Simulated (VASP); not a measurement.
Here is a VASP 6.6.1 calculation.

INCAR

```
PREC = Accurate
ENCUT = 520
EDIFF = 1E-7
ISMEAR = -1
SIGMA = 0.05
LREAL = False
LASPH = True
NELM = 100
ALGO = Normal
ISIF = 2
LWAVE = False
LCHARG = False
GGA = PS
IVDW = 13
NBANDS = 30
```

Contents of KPOINTS:

```
Automatic mesh
0
Gamma
  6 6 6
```

The input POSCAR:

```
In3Se
1.0
    4.6247816710      0.0000000000      0.0000000000
    0.0000000000      4.6247816710      0.0000000000
    0.0000000000      0.0000000000      4.6247816710
In Se
3 1
Direct
    0.5000000000      0.5000000000      0.0000000000
    0.5000000000      0.0000000000      0.5000000000
    0.0000000000      0.5000000000      0.5000000000
    0.0000000000      0.0000000000      0.0000000000
```

Potentials or basis: VASP PAW PBE potentials, release 64 (In_d, Se).

Command:

```console
$ cat potpaw_PBE.64/In_d/POTCAR potpaw_PBE.64/Se/POTCAR > POTCAR
$ mpirun -np 1 vasp_std > vasp.out
```

Problem. What does it give for the pressure?

Solution. 0.0 GPa.

Problem. Estimate the dispersion energy per atom.

Solution. -0.222 eV.

Caveat: the PAW data sets were made with another functional, which shifts forces and pressure a little; pairwise dispersion overbinds metals, which lowers pressure and volume.
